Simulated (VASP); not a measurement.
Write the native input for VASP 6.6.1 that does the following.

| Property | Result |
| --- | --- |
| Task | single point |
| Functional | PBEsol |
| Potentials or basis | VASP PAW PBE potentials, release 64 (Cd, S) |
| Cutoff | 520 eV |
| k mesh | 8 × 8 × 8 |
| Occupations | gaussian, width 0.01 eV |
| Spin | non-collinear spin, zero start, spin-orbit coupling |
| Starting moments | [[0.0, 0.0, 0.0], [0.0, 0.0, 0.0]] μB |
| Dipole correction | no |
| Further INCAR settings | ALGO = Normal; EDIFF = 1e-07; NBANDS = 30 |

The structure of CdS lies in POSCAR:

```
CdS
1.0
    2.9414089236      2.9414089236      0.0000000000
   -2.9414089236      2.9414089236      0.0000000000
    0.0000000000      2.9414089236      2.8684034433
Cd S
1 1
Direct
    0.0000000000      0.0000000000      0.0000000000
    0.7500000000      0.2500000000      0.5000000000
```

This cell differs from its parent crystal: film at in-plane strain +0.01.

One way to write it, as run:

INCAR

```
SYSTEM = CdS
PREC = Accurate
ENCUT = 520
EDIFF = 1E-7
ISMEAR = 0
SIGMA = 0.01
LREAL = .FALSE.
LASPH = .TRUE.
NELM = 150
ALGO = Normal
ISIF = 2
LWAVE = .FALSE.
LCHARG = .FALSE.
LNONCOLLINEAR = .TRUE.
MAGMOM = 0 0 0 0 0 0
LORBIT = 11
LSORBIT = .TRUE.
GGA_COMPAT = .FALSE.
LORBMOM = .TRUE.
GGA = PS
NBANDS = 30
```

KPOINTS

```
Automatic mesh
0
G
  8 8 8
  0 0 0
```

Potentials or basis: VASP PAW PBE potentials, release 64 (Cd, S).

Command:

```console
$ cat potpaw_PBE.64/Cd/POTCAR potpaw_PBE.64/S/POTCAR > POTCAR
$ mpirun -np 1 vasp_ncl > vasp.out
```

Results of the run:

```
Pressure                                              : 0.0 GPa
Net moment                                            : 0.00 μB per cell
Valence electrons inside the program's atomic spheres : Cd 10.32; S 3.69
```

Caveat: the cell differs from its parent crystal (film at in-plane strain +0.01); the PAW data sets were made with another functional, which shifts forces and pressure a little.

It took 2.3 min on 1 thread of Intel(R) Xeon(R) 6975P-C (Granite Rapids) (shared host), peak memory 0.41 GiB.
